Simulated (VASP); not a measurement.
# BeTe2 (I4/mmm) in VASP: single point with PBE

Aim: the single point of BeTe2 with PBE.

All numbers are computed with VASP 6.6.1; they aren't measurements. Logs are shortened: lines on timing, memory, paths and dates and some standing lists are left out, and cuts for length are marked.

## (1) The cell of the first run

Symmetry: I4/mmm, No. 139, tetragonal system. The conventional cell has a = 4.908 Å, b = 4.908 Å, c = 6.289 Å, α = 90.00°, β = 90.00°, γ = 90.00°. Be (site symmetry 4/mmm) has 8 Te at 2.91 Å within 3.8 Å. Within 3.8 Å of Te (site symmetry -4m2) lie 4 Be at 2.91 Å and 6 Te at 3.14 to 3.47 Å.

## (2) Single point, PBE

Input file INCAR:

```
SYSTEM = BeTe2
ALGO = Normal
EDIFF = 1E-6
ENCUT = 600
GGA = PE
GGA_COMPAT = .FALSE.
ISIF = 2
ISMEAR = 0
LASPH = .TRUE.
LCHARG = .FALSE.
LREAL = .FALSE.
LWAVE = .FALSE.
NBANDS = 14
NELM = 120
PREC = Accurate
SIGMA = 0.2
```

Input file KPOINTS:

```
k-points
0
G
  5 5 5
  0 0 0
```

Input file POSCAR:

```
BeTe2
1.0
   -2.4538025552      2.4538025552      3.1444500217
    2.4538025552     -2.4538025552      3.1444500217
    2.4538025552      2.4538025552     -3.1444500217
Be Te
1 2
Direct
    0.0000000000      0.0000000000      0.0000000000
    0.7500000000      0.2500000000      0.5000000000
    0.2500000000      0.7500000000      0.5000000000
```

Potentials or basis: VASP PAW PBE potentials, release 64 (Be, Te).

Run with:

```sh
cat potpaw_PBE.64/Be/POTCAR potpaw_PBE.64/Te/POTCAR > POTCAR
mpirun -np 1 vasp_std > vasp.out
```

OUTCAR:

```text
SYSTEM = BeTe2
   EDIFF = 1E-6
   ENCUT = 600
   GGA = PE
   ISIF = 2
   ISMEAR = 0
   LASPH = .TRUE.
   LREAL = .FALSE.
   NELM = 120
   PREC = Accurate

 ion  position               nearest neighbor table
   1  0.000  0.000  0.000-   2 2.91   3 2.91   2 2.91   3 2.91   2 2.91   3 2.91   2 2.91   3 2.91

   2  0.750  0.250  0.500-   1 2.91   1 2.91   1 2.91   1 2.91   3 3.14   3 3.14   3 3.47   3 3.47
                             3 3.47   3 3.47
   3  0.250  0.750  0.500-   1 2.91   1 2.91   1 2.91   1 2.91   2 3.14   2 3.14   2 3.47   2 3.47
                             2 3.47   2 3.47

  LATTYP: Found a body centered tetragonal cell.
 ALAT       =     4.9076051104
 C/A-ratio  =     1.2814600812

  Lattice vectors:

 A1 = (  -2.4538025552,   2.4538025552,   3.1444500217)
 A2 = (   2.4538025552,  -2.4538025552,   3.1444500217)
 A3 = (   2.4538025552,   2.4538025552,  -3.1444500217)

Analysis of symmetry for initial positions (statically):
=====================================================================
 Subroutine PRICEL returns:
 Original cell was already a primitive cell.

 Routine SETGRP: Setting up the symmetry group for a
 body centered tetragonal supercell.

 Subroutine GETGRP returns: Found 16 space group operations
 (whereof 16 operations were pure point group operations)
 out of a pool of 16 trial point group operations.

The static configuration has the point symmetry D_4h.

Analysis of symmetry for dynamics (positions and initial velocities):
=====================================================================
 Subroutine PRICEL returns:
 Original cell was already a primitive cell.

 Routine SETGRP: Setting up the symmetry group for a
 body centered tetragonal supercell.

 Subroutine GETGRP returns: Found 16 space group operations
 (whereof 16 operations were pure point group operations)
 out of a pool of 16 trial point group operations.

The dynamic configuration has the point symmetry D_4h.

 Subroutine INISYM returns: Found 16 space group operations
 (whereof 16 operations are pure point group operations),
 and found     1 'primitive' translations

----------------------------------------------------------------------------------------

                                     Primitive cell

  volume of cell :      75.7328

  direct lattice vectors                    reciprocal lattice vectors
    -2.453802555  2.453802555  3.144450022     0.000000000  0.203765376  0.159010319
     2.453802555 -2.453802555  3.144450022     0.203765376  0.000000000  0.159010319
     2.453802555  2.453802555 -3.144450022     0.203765376  0.203765376  0.000000000

  length of vectors
     4.682932831  4.682932831  4.682932831     0.258465878  0.258465878  0.288167758

  position of ions in fractional coordinates (direct lattice)
     0.000000000  0.000000000  0.000000000
     0.750000000  0.250000000  0.500000000
     0.250000000  0.750000000  0.500000000

  ion indices of the primitive-cell ions
   primitive index   ion index
                 1           1
                 2           2
                 3           3

----------------------------------------------------------------------------------------

 KPOINTS: k-points

Automatic generation of k-mesh.
 Grid dimensions read from file:
 generate k-points for:    5    5    5

 Generating k-lattice:

  Cartesian coordinates                     Fractional coordinates (reciprocal lattice)
     0.000000000  0.040753075  0.031802064     0.200000000 -0.000000000  0.000000000
     0.040753075  0.000000000  0.031802064    -0.000000000  0.200000000  0.000000000
     0.040753075  0.040753075  0.000000000     0.000000000  0.000000000  0.200000000

  Length of vectors
     0.051693176  0.051693176  0.057633552

  Shift w.r.t. Gamma in fractional coordinates (k-lattice)
     0.000000000  0.000000000  0.000000000

 Subroutine IBZKPT returns following result:
 ===========================================

 Found     18 irreducible k-points:

 Following reciprocal coordinates:
            Coordinates               Weight
  0.000000  0.000000  0.000000      1.000000
  0.200000  0.000000 -0.000000      8.000000
  0.400000  0.000000  0.000000      8.000000
  0.200000  0.200000 -0.000000      8.000000
  0.400000  0.200000  0.000000     16.000000
 -0.400000  0.200000  0.000000     16.000000
[... 10 lines left out ...]
 -0.400000  0.400000  0.400000      4.000000
 -0.400000 -0.400000  0.400000      2.000000
   k-points           NKPTS =     18   k-points in BZ     NKDIM =     18   number of bands    NBANDS=     14
   number of dos      NEDOS =    301   number of ions     NIONS =      3
   total plane-waves  NPLWV =  64000
   dimension x,y,z NGX =    40 NGY =   40 NGZ =   40
   dimension x,y,z NGXF=    80 NGYF=   80 NGZF=   80
   ions per type =               1   2
   NGX,Y,Z   is equivalent  to a cutoff of  14.20, 14.20, 14.20 a.u.
   NGXF,Y,Z  is equivalent  to a cutoff of  28.40, 28.40, 28.40 a.u.
 SYSTEM =  BeTe2
   PREC   = accura    normal or accurate (medium, high low for compatibility)
   ISTART =      0    job   : 0-new  1-cont  2-samecut
   ICHARG =      2    charge: 1-file 2-atom 10-const
   ISPIN  =      1    spin polarized calculation?
   LNONCOLLINEAR =      F non collinear calculations
   LSORBIT =      F    spin-orbit coupling
   LASPH  =      T    aspherical Exc in radial PAW
   ENCUT  =  600.0 eV  44.10 Ry    6.64 a.u.   9.35  9.35  9.35*2*pi/ulx,y,z
   NELM   =    120;   NELMIN=  2; NELMDL= -5     # of ELM steps
   EDIFF  = 0.1E-05   stopping-criterion for ELM
   LREAL  =      F    real-space projection
   EDIFFG = 0.1E-04   stopping-criterion for IOM
   NSW    =      0    number of steps for IOM
   IBRION =     -1    ionic relax: 0-MD 1-quasi-New 2-CG
   NFREE  =      0    steps in history (QN), initial steepest desc. (CG)
   ISIF   =      2    stress and relaxation
   ISYM   =      2    0-nonsym 1-usesym 2-fastsym
   POTIM  = 0.5000    time-step for ionic-motion
   TEBEG  =    0.0;   TEEND  =   0.0 temperature during run
   PSTRESS=    0.0 pullay stress
   NELECT =      14.0000    total number of electrons
   NUPDOWN=      -1.0000    fix difference up-down
   EMIN   =  10.00;   EMAX   =-10.00  energy-range for DOS
   EFERMI =   0.00;   METHOD = LEGACY
   ISMEAR =     0;   SIGMA  =   0.20  broadening in eV -4-tet -1-fermi 0-gaus
   EFERMI_NEDOS =   21; number of points for ismear=-14 and -15
   IALGO  =     38    algorithm
   IMIX   =      4    mixing-type and parameters
     AMIX     =   0.40;   BMIX     =  1.00
     AMIX_MAG =   1.60;   BMIX_MAG =  1.00
  volume/ion in A,a.u.               =      25.24       170.36
  Fermi-wavevector in a.u.,A,eV,Ry     =   0.932587  1.762335 11.833249  0.869719
  Thomas-Fermi vector in A             =   2.059201
   LORBIT       =      0    0 simple, 1 ext, 2 COOP (PROOUT), +10 PAW based schemes
   GGA     = PE    functional components
   LHFCALC =     F    Hartree Fock is set to
   AEXX    =    0.0000 exact exchange contribution
   IVDW    =     0    specifies the selected vdW correction
   LEPSILON=     F    determine dielectric tensor
   LRPA    =     F    only Hartree local field effects (RPA)
 non-spin polarized calculation
 Gauss-broadening in eV      SIGMA  =   0.20
  energy-cutoff  :      600.00
  volume of cell :       75.73
 maximum number of plane-waves:      2544
 NGX is ok and might be reduce to    40
   NGX = 19   NGY = 19   NGZ = 19

 number of electron      14.0000000 magnetization

 Free energy of the ion-electron system (eV)
  ---------------------------------------------------
  ext. energy  EPLUGINS =         0.00000000
  ---------------------------------------------------
  free energy    TOTEN  =        -8.66612823 eV

  energy without entropy =       -8.62997101  energy(sigma->0) =       -8.64804962

 E-fermi :   6.6153     XC(G=0):  -9.3719

 val. band max:        6.5936901536   @ k =   0.4000   0.2000   0.0000
 cond. band min:       6.6403374447   @ k =   0.0000   0.0000   0.0000
 fundamental gap:      0.0466472911
 Fermi energy:         6.6152923155

 k-point     1 :       0.0000    0.0000    0.0000
  band No.  band energies     occupation
      1      -6.9925      2.00000
      2      -2.4753      2.00000
      3       2.4221      2.00000
      4       3.6737      2.00000
      5       3.6737      2.00000
      6       5.1389      2.00000
      7       5.1389      2.00000
      8       6.6403      0.85943
      9       7.0612      0.00162
     10       8.3234      0.00000
     11       8.3234      0.00000
     12       9.0866      0.00000
     13      11.0288      0.00000
     14      11.7440      0.00000

 k-point     2 :       0.2000    0.0000   -0.0000
  band No.  band energies     occupation
      1      -6.6847      2.00000
      2      -3.1133      2.00000
      3       2.6611      2.00000
      4       3.2770      2.00000
      5       3.4607      2.00000
      6       4.5472      2.00000
      7       4.8325      2.00000
      8       6.0883      1.99981
      9       8.3806      0.00000
     10       8.7789      0.00000
     11       8.8643      0.00000
     12       9.2860      0.00000
     13      12.3660      0.00000
     14      13.0653      0.00000

 k-point     3 :       0.4000    0.0000    0.0000
  band No.  band energies     occupation
      1      -5.7983      2.00000
      2      -4.4781      2.00000
      3       2.7041      2.00000
      4       3.2571      2.00000
      5       3.4070      2.00000
      6       4.0724      2.00000
      7       4.2655      2.00000
      8       4.8731      2.00000
      9       9.3699      0.00000
     10       9.9030      0.00000
     11      10.5415      0.00000
     12      11.7297      0.00000
     13      12.9733      0.00000
     14      14.1650      0.00000

 k-point     4 :       0.2000    0.2000   -0.0000
  band No.  band energies     occupation
      1      -6.1359      2.00000
      2      -3.9662      2.00000
      3       1.7328      2.00000
      4       3.4732      2.00000
      5       3.8457      2.00000
      6       4.1797      2.00000
      7       4.3287      2.00000
      8       6.5012      1.58013
      9       8.1132      0.00000
     10       9.0886      0.00000
     11      10.1672      0.00000
     12      10.9810      0.00000
     13      13.0081      0.00000
     14      13.5716      0.00000

 k-point     5 :       0.4000    0.2000    0.0000
  band No.  band energies     occupation
      1      -5.0949      2.00000
      2      -5.0726      2.00000
      3       1.0591      2.00000
      4       2.7148      2.00000
      5       2.8893      2.00000
      6       4.5862      2.00000
      7       5.5859      2.00000
      8       6.5937      1.12140
      9       8.8476      0.00000
     10      10.1448      0.00000
     11      10.6262      0.00000
[... 174 lines left out ...]
 k-point    16 :      -0.2000   -0.2000    0.2000
  band No.  band energies     occupation
      1      -6.4741      2.00000
      2      -3.4667      2.00000
      3       2.5273      2.00000
      4       2.5273      2.00000
      5       3.7432      2.00000
      6       4.6573      2.00000
      7       6.0091      1.99998
      8       6.0091      1.99998
      9       6.9110      0.03654
     10       8.5668      0.00000
     11      10.0222      0.00000
     12      10.0222      0.00000
     13      11.5526      0.00000
     14      13.2881      0.00000

 k-point    17 :      -0.4000    0.4000    0.4000
  band No.  band energies     occupation
      1      -4.8915      2.00000
      2      -4.7020      2.00000
      3      -0.1171      2.00000
      4       1.5722      2.00000
      5       1.6055      2.00000
      6       6.5327      1.44059
      7       6.5688      1.25756
      8       6.9849      0.00897
      9       9.7572      0.00000
     10      10.7029      0.00000
     11      10.9142      0.00000
     12      11.2741      0.00000
     13      13.6062      0.00000
     14      14.7201      0.00000

 k-point    18 :      -0.4000   -0.4000    0.4000
  band No.  band energies     occupation
      1      -5.2194      2.00000
      2      -4.4464      2.00000
      3       0.3552      2.00000
      4       1.5067      2.00000
      5       1.5067      2.00000
      6       5.9283      2.00000
      7       7.3513      0.00000
      8       7.3513      0.00000
      9       8.8309      0.00000
     10       9.7685      0.00000
     11      11.7973      0.00000
     12      11.7973      0.00000
     13      13.0306      0.00000
     14      13.5128      0.00000

------------------------ aborting loop because EDIFF is reached ----------------------------------------

  FORCE on cell =-STRESS in cart. coord.  units (eV):
  Direction    XX          YY          ZZ          XY          YZ          ZX
  --------------------------------------------------------------------------------------
  -------------------------------------------------------------------------------------
  Total       -0.1084677     -0.1084677     -0.1347013      0.0000000     -0.0000000      0.0000000
  in kB       -2.2947060     -2.2947060     -2.8496958      0.0000000     -0.0000000      0.0000000
  external PRESSURE =      -2.4797026 kB  Pullay stress =       0.0000000 kB

 VOLUME and BASIS-vectors are now :
 -----------------------------------------------------------------------------
  energy-cutoff  :      600.00
  volume of cell :       75.73
      direct lattice vectors                 reciprocal lattice vectors
    -2.453802555  2.453802555  3.144450022     0.000000000  0.203765376  0.159010319
     2.453802555 -2.453802555  3.144450022     0.203765376  0.000000000  0.159010319
     2.453802555  2.453802555 -3.144450022     0.203765376  0.203765376  0.000000000

 POSITION                                       TOTAL-FORCE (eV/Angst)
 -----------------------------------------------------------------------------------
      0.00000      0.00000      0.00000        -0.000000      0.000000      0.000000
     -0.00000      2.45380      1.57223         0.000000     -0.000000      0.000000
      2.45380     -0.00000      1.57223        -0.000000      0.000000     -0.000000
 -----------------------------------------------------------------------------------
    total drift:                                0.000000      0.000000     -0.000000

  FREE ENERGIE OF THE ION-ELECTRON SYSTEM (eV)
  ---------------------------------------------------
  free  energy   TOTEN  =        -8.6661282321 eV

  energy  without entropy=       -8.6299710117  energy(sigma->0) =       -8.64804962
```

Wall time 46 s (1 thread of Intel Xeon 8259CL, shared host); peak memory 0.24 GiB.

What came out:

```yaml
Free_energy: -8.6661 eV
Pressure: -0.2 GPa
Band_gap_on_the_k_mesh: zero (band 7 reaches 7.41 eV, above the bottom of band 8 at 4.87 eV)
```

Caveat: the k points lie up to 0.36 Å⁻¹ apart; spin-orbit coupling is left out, which moves the levels of the heavy elements.
